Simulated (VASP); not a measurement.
Input of a VASP 6.6.1 run:

INCAR

```
PREC = Accurate
ENCUT = 520
EDIFF = 1E-7
ISMEAR = 0
SIGMA = 0.1
LREAL = False
LASPH = True
NELM = 100
ALGO = Normal
ISIF = 2
LWAVE = False
LCHARG = False
GGA = PE
NBANDS = 45
```

The input KPOINTS:

```
Automatic mesh
0
Gamma
  4 4 4
```

Contents of POSCAR:

```
Ta2Ru
1.0
    4.3411336816      0.0000000000      0.0000000000
    0.0000000000      4.3411336816      0.0000000000
    0.0000000000      0.0000000000      6.2032357384
Ta Ru
4 2
Direct
    0.0000000000      0.5000000000      0.2504076753
    0.0000000000      0.5000000000      0.7504076753
    0.5000000000      0.0000000000      0.2495923247
    0.5000000000      0.0000000000      0.7495923247
    0.0000000000      0.0000000000      0.0000000000
    0.5000000000      0.5000000000      0.5000000000
```

Potentials or basis: VASP PAW PBE potentials, release 64 (Ta_pv, Ru_pv).

Run with:

```sh
$ cat potpaw_PBE.64/Ta_pv/POTCAR potpaw_PBE.64/Ru_pv/POTCAR > POTCAR
$ mpirun -np 1 vasp_std > vasp.out
```

Question: Predict the band gap on the k mesh.

Answer: Zero (bands 36 and 37 overlap by 1.34 eV).

Question: Predict the pressure.

Answer: 0.1 GPa.

Question: What does it give for the largest force?

Answer: 0.016 eV/Å.

Forces in eV/Å, atoms in the order of the input:
```
Ta   0.000  0.000 -0.016
Ta   0.000  0.000 -0.016
Ta   0.000  0.000  0.016
Ta   0.000  0.000  0.016
Ru   0.000  0.000  0.000
Ru   0.000  0.000  0.000
```

Caveat: the k points lie up to 0.36 Å⁻¹ apart, too coarse for converged energies and pressures of a metal; spin-orbit coupling is left out, which moves the levels of the heavy elements.
